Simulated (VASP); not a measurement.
BPt2, 6 atoms in the cell. The structure is hexagonal, space group P6_3/mmc (No. 194). The conventional cell has a = 2.926 Å, b = 2.926 Å, c = 10.341 Å, α = 90.00°, β = 90.00°, γ = 120.00°. B (site symmetry -6m2) has 6 Pt at 2.18 Å within 2.9 Å. Within 2.9 Å of Pt (site symmetry 3m) lie 3 B at 2.18 Å and 1 Pt at 2.77 Å. 

* Program: VASP 6.6.1
* Task: single point
* Functional: r2SCAN
* Potentials or basis: VASP PAW PBE potentials, release 64 (B, Pt)
* Cutoff: 520 eV
* k mesh: 15 × 15 × 4
* Occupations: gaussian, width 0.1 eV
* Spin: no spin polarisation
* Dipole correction: no
* Further INCAR settings: ALGO = Normal; EDIFF = 1e-06; NBANDS = 32

Potentials or basis: VASP PAW PBE potentials, release 64 (B, Pt).

Run with:

```bash
$ cat potpaw_PBE.64/B/POTCAR potpaw_PBE.64/Pt/POTCAR > POTCAR
$ cp INCAR.step1 INCAR
$ mpirun -np 1 vasp_std > vasp.out
$ cp INCAR.step2 INCAR
$ mpirun -np 1 vasp_std > vasp.out
```

Hardware: 1 thread of Intel(R) Xeon(R) Platinum 8259CL CPU @ 2.50GHz (Skylake/Cascade Lake), with other jobs on the host.

How long does it take, and how much memory?

Run time: 11 min on 1 thread of Intel(R) Xeon(R) Platinum 8259CL CPU @ 2.50GHz (Skylake/Cascade Lake), on a shared host, peak memory 0.32 GiB. Counts: k points 81.
